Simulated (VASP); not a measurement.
Write the native input for VASP 6.6.1 that does the following.

- Task: single point
- Functional: PBE
- Potentials or basis: VASP PAW PBE potentials, release 64 (Mo_sv, S)
- Cutoff: 520 eV
- k mesh: 11 × 11 × 11
- Occupations: methfessel-paxton, width 0.1 eV
- Spin: no spin polarisation
- Dipole correction: no
- Further INCAR settings: ALGO = Normal; EDIFF = 1e-06; NBANDS = 20

The structure of MoS2 lies in POSCAR:

```
MoS2
1.0
    1.5800000000      0.9122130000      6.1500000000
   -1.5800000000      0.9122130000      6.1500000000
    0.0000000000     -1.8244270000      6.1500000000
Mo S
1 2
Direct
    0.0000000000      0.0000000000      0.0000000000
    0.2500000000      0.2500000000      0.2500000000
    0.4170000000      0.4170000000      0.4170000000
```

The input as run:

INCAR

```
SYSTEM = MoS2
PREC = Accurate ; ENCUT = 520
EDIFF = 1E-6 ; ISMEAR = 1
SIGMA = 0.1 ; LREAL = .FALSE.
LASPH = .TRUE. ; NELM = 100
ALGO = Normal ; ISIF = 2
LWAVE = .FALSE. ; LCHARG = .FALSE.
GGA = PE ; NBANDS = 20
```

KPOINTS

```
Automatic mesh
0
G
  11 11 11
  0 0 0
```

Potentials or basis: VASP PAW PBE potentials, release 64 (Mo_sv, S).

The run is started by

```bash
$ cat potpaw_PBE.64/Mo_sv/POTCAR potpaw_PBE.64/S/POTCAR > POTCAR
$ mpirun -np 1 vasp_std > vasp.out
```

It gave:

```
Pressure               : 5.2 GPa
Largest force          : 0.506 eV/Å
Band gap on the k mesh : 0.94 eV (least direct gap 1.90 eV)
```

Caveat: the cell stands under pressure.

It took 5.2 min on 1 thread of AMD EPYC 7R13 Processor (Zen 3) (shared host), peak memory 0.37 GiB.
